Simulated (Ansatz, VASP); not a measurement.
## GaSb: VASP beside Ansatz

```
Ga Sb
1.0
     0.00000    3.22929    2.74489
     3.22929    0.00000    2.74489
     3.22929    3.22929    0.00000
Ga Sb
1 1
Direct
  0.00000 0.00000 0.00000
  0.75000 0.75000 0.75000
```

Alike in both runs: task single point; functional LDA; k mesh 16 × 16 × 16; occupations gaussian, width 0.15 eV; no spin polarisation.

|  | VASP | Ansatz |
| --- | --- | --- |
| version | VASP 6.6.1 | Ansatz 0.2.0 |
| potentials or method | VASP PAW LDA potentials, release 64 (Ga_d, Sb), cutoff 520 eV | scalar-relativistic, plane waves, PAW |
| valence electrons in the cell | 18 | 28 |

Ansatz gave:

```
gap on the k mesh at the Fermi level (eV)                     : none
pressure (GPa)                                                : -2.0
traceless stress, the component that is largest in VASP (GPa) : 3.37
```

Question: What did VASP give for the same quantities?

Answer: gap on the k mesh at the Fermi level (eV): none; pressure (GPa): -1.9; traceless stress, the component that is largest in VASP (GPa): 3.35.

LDA's correlation is that of Perdew and Zunger in VASP and of Perdew and Wang (1992) in Ansatz. A gap of «none» marks a metal or a gap that the smearing closes. VASP's potentials hold 18 valence electrons a cell and Ansatz's 28, so a difference there can come from the potentials and not from the codes.

Spin-orbit coupling is off throughout.
